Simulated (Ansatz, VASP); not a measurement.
Two plane-wave programs on Sb

```
Sb
1.0
     3.17580    0.00000    0.00000
     0.00000    3.16000    0.00000
     0.00000    0.00000    3.16000
Sb
1
Direct
  0.00000 0.00000 0.00000
```

Change from the starting cell: strain +0.0050 x Voigt [1, 0, 0, 0, 0, 0], atoms carried along.

Alike in both runs: task single point; functional r2SCAN; k mesh 16 × 16 × 16; occupations gaussian, width 0.15 eV; no spin polarisation.

|  | VASP | Ansatz |
| --- | --- | --- |
| version | VASP 6.6.1 | Ansatz 0.2.0 |
| potentials or method | VASP PAW PBE potentials, release 64 (Sb), cutoff 520 eV | scalar-relativistic, plane waves, PAW |
| valence electrons in the cell | 5 | 15 |

Ansatz gave:

| Quantity | Value |
| --- | --- |
| gap on the k mesh at the Fermi level (eV) | none |
| pressure (GPa) | -4.0 |
| traceless stress, the component that is largest in VASP (GPa) | -0.29 |

Problem. Estimate VASP's values.

Solution. gap on the k mesh at the Fermi level (eV): none; pressure (GPa): -4.0; traceless stress, the component that is largest in VASP (GPa): -0.30.

VASP's potentials were made for PBE, not for r2SCAN. A gap of «none» marks a metal or a gap that the smearing closes. VASP's potentials hold 5 valence electrons a cell and Ansatz's 15, so a difference there can come from the potentials and not from the codes.

Spin-orbit coupling is off throughout.
